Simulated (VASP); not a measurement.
Wanted: the native input for a VASP 6.6.1 run.

| Quantity | Value |
| --- | --- |
| Task | relaxation of cell and atoms |
| Functional | PBE |
| Potentials or basis | VASP PAW PBE potentials, release 64 (Al, In_d, Sb_d_GW, As_d) |
| Cutoff | 510 eV |
| k mesh | 4 × 4 × 2 |
| Occupations | gaussian, width 0.1 eV |
| Spin | no spin polarisation |
| Dipole correction | no |
| Further INCAR settings | ALGO = Normal; EDIFF = 1e-07; IBRION = 2; EDIFFG = -0.04; NSW = 90; ISIF = 3 |

The structure of AlIn2Sb2As lies in POSCAR:

```
AlIn2Sb2As
1.0
    4.2642510700      0.0000000000      0.0000000000
    0.0000000000      4.2642510700      0.0000000000
    0.0000000000      0.0000000000      7.5398768800
Al In Sb As
1 2 2 1
Direct
    0.5000000000      0.5000000000      0.0000000000
    0.0000000000      0.5000000000      0.0000000000
    0.5000000000      0.0000000000      0.0000000000
    0.0000000000      0.0000000000      0.2425250000
    0.0000000000      0.0000000000      0.7574750000
    0.5000000000      0.5000000000      0.5000000000
```

The cell was generated, and may not be a known phase.

These files were run (other wordings do the same):

INCAR

```
SYSTEM = AlIn2Sb2As
  PREC = Accurate
  ENCUT = 510
  EDIFF = 1E-7
  ISMEAR = 0
  SIGMA = 0.1
  LREAL = .FALSE.
  LASPH = .TRUE.
  NELM = 120
  ALGO = Normal
  ISIF = 3
  LWAVE = .FALSE.
  LCHARG = .FALSE.
  GGA = PE
  IBRION = 2
  NSW = 90
  EDIFFG = -0.04
  GGA_COMPAT = .FALSE.
  NELMIN = 4
```

KPOINTS

```
regular mesh
0
G
  4 4 2
  0 0 0
```

Potentials or basis: VASP PAW PBE potentials, release 64 (Al, In_d, Sb_d_GW, As_d).

Launch:

```console
$ cat potpaw_PBE.64/Al/POTCAR potpaw_PBE.64/In_d/POTCAR potpaw_PBE.64/Sb_d_GW/POTCAR potpaw_PBE.64/As_d/POTCAR > POTCAR
$ mpirun -np 1 vasp_std > vasp.out
```

Results of the run:

```json
{
 "Relaxed volume": "29.93 Å³/atom",
 "Relaxed cell": "a = 5.240 Å, b = 5.240 Å, c = 6.541 Å, α = 90.00°, β = 90.00°, γ = 90.00°",
 "Space group after relaxing (to 0.1 Å)": "P4/mmm (No. 123)",
 "Energy gained by relaxing": "1443.1 meV/atom",
 "Ionic steps": "26",
 "Pressure after relaxing": "0.1 GPa",
 "Largest force after relaxing": "0.036 eV/Å",
 "Band gap on the k mesh": "zero (bands 37 and 38 overlap by 1.44 eV)"
}
```

Caveat: the k points lie up to 0.48 Å⁻¹ apart in the final cell, too coarse for converged energies and pressures of a metal; the volume moved by over 15 % at a fixed basis, so the end points are rough; spin-orbit coupling is left out, which moves the levels of the heavy elements.

It took 30 min on 1 thread of Intel(R) Xeon(R) Platinum 8259CL CPU @ 2.50GHz (Skylake/Cascade Lake), on a shared host, peak memory 0.31 GiB.
